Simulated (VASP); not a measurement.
Here is a VASP 6.6.1 calculation.

Contents of POSCAR:

```
CdS
1.0
    0.0000000000      2.9165000000      2.9165000000
    2.9165000000      0.0000000000      2.9165000000
    2.9165000000      2.9165000000      0.0000000000
Cd S
1 1
Direct
    0.0000000000      0.0000000000      0.0000000000
    0.7500000000      0.7500000000      0.7500000000
```

File INCAR.step1:

```
SYSTEM = CdS
PREC = Accurate
ENCUT = 520
EDIFF = 1E-5
ISMEAR = 0
SIGMA = 0.02
LREAL = .FALSE.
LASPH = .TRUE.
NELM = 100
ALGO = Normal
ISIF = 2
LWAVE = .TRUE.
LCHARG = .FALSE.
NBANDS = 16
GGA = PE
KPAR = 4
```

Contents of INCAR.step2:

```
SYSTEM = CdS
PREC = Accurate
ENCUT = 520
EDIFF = 1E-7
ISMEAR = 0
SIGMA = 0.02
LREAL = .FALSE.
LASPH = .TRUE.
NELM = 100
ALGO = Normal
ISIF = 2
LWAVE = .FALSE.
LCHARG = .FALSE.
GGA = PE
LHFCALC = .TRUE.
AEXX = 0.25
PRECFOCK = Fast
NBANDS = 16
ISTART = 1
HFRCUT = -1
KPAR = 4
```

KPOINTS

```
Automatic mesh
0
G
  6 6 6
  0 0 0
```

Contents of KPOINTS_OPT:

```
path GXWKGLUWLK,UX
12
line-mode
reciprocal
 0.0000000000  0.0000000000  0.0000000000  G
 0.5000000000  0.0000000000  0.5000000000  X

 0.5000000000  0.0000000000  0.5000000000  X
 0.5000000000  0.2500000000  0.7500000000  W

 0.5000000000  0.2500000000  0.7500000000  W
 0.3750000000  0.3750000000  0.7500000000  K

 0.3750000000  0.3750000000  0.7500000000  K
 0.0000000000  0.0000000000  0.0000000000  G

 0.0000000000  0.0000000000  0.0000000000  G
 0.5000000000  0.5000000000  0.5000000000  L

 0.5000000000  0.5000000000  0.5000000000  L
 0.6250000000  0.2500000000  0.6250000000  U

 0.6250000000  0.2500000000  0.6250000000  U
 0.5000000000  0.2500000000  0.7500000000  W

 0.5000000000  0.2500000000  0.7500000000  W
 0.5000000000  0.5000000000  0.5000000000  L

 0.5000000000  0.5000000000  0.5000000000  L
 0.3750000000  0.3750000000  0.7500000000  K

 0.6250000000  0.2500000000  0.6250000000  U
 0.5000000000  0.0000000000  0.5000000000  X
```

Potentials or basis: VASP PAW PBE potentials, release 64 (Cd, S).

Run with:

```sh
$ cat potpaw_PBE.64/Cd/POTCAR potpaw_PBE.64/S/POTCAR > POTCAR
$ cp INCAR.step1 INCAR
$ mpirun -np 4 vasp_std > vasp.out
$ cp INCAR.step2 INCAR
$ mpirun -np 4 vasp_std > vasp.out
```

Problem. Estimate the pressure.

Solution. 1.9 GPa.

Problem. Estimate the band gap along the path.

Solution. 2.82 eV.

Levels at the corners of the path, in eV from the valence-band top:
```
point  band 7  band 8  band 9  band 10  band 11  band 12
    Γ    0.00    0.00    0.00     2.82     8.43     8.43
    X   -4.28   -2.05   -2.05     5.13     6.18    11.28
    X   -4.28   -2.05   -2.05     5.13     6.18    11.28
    W   -4.18   -2.45   -2.43     7.12     7.52     9.18
    W   -4.18   -2.45   -2.43     7.12     7.52     9.18
    K   -4.23   -2.77   -1.67     5.94     7.39    10.40
    K   -4.23   -2.77   -1.67     5.94     7.39    10.40
    Γ    0.00    0.00    0.00     2.82     8.43     8.43
    Γ    0.00    0.00    0.00     2.82     8.43     8.43
    L   -4.77   -0.82   -0.82     4.80     8.88     8.88
    L   -4.77   -0.82   -0.82     4.80     8.88     8.88
    U   -4.23   -2.77   -1.67     5.94     7.39    10.40
    U   -4.23   -2.77   -1.67     5.94     7.39    10.40
    W   -4.18   -2.45   -2.43     7.12     7.52     9.18
    W   -4.18   -2.45   -2.43     7.12     7.52     9.18
    L   -4.77   -0.82   -0.82     4.80     8.88     8.88
    L   -4.77   -0.82   -0.82     4.80     8.88     8.88
    K   -4.23   -2.77   -1.67     5.94     7.39    10.40
    U   -4.23   -2.77   -1.67     5.94     7.39    10.40
    X   -4.28   -2.05   -2.05     5.13     6.18    11.28
```

Caveat: the PAW data sets were made with another functional, which shifts forces and pressure a little.
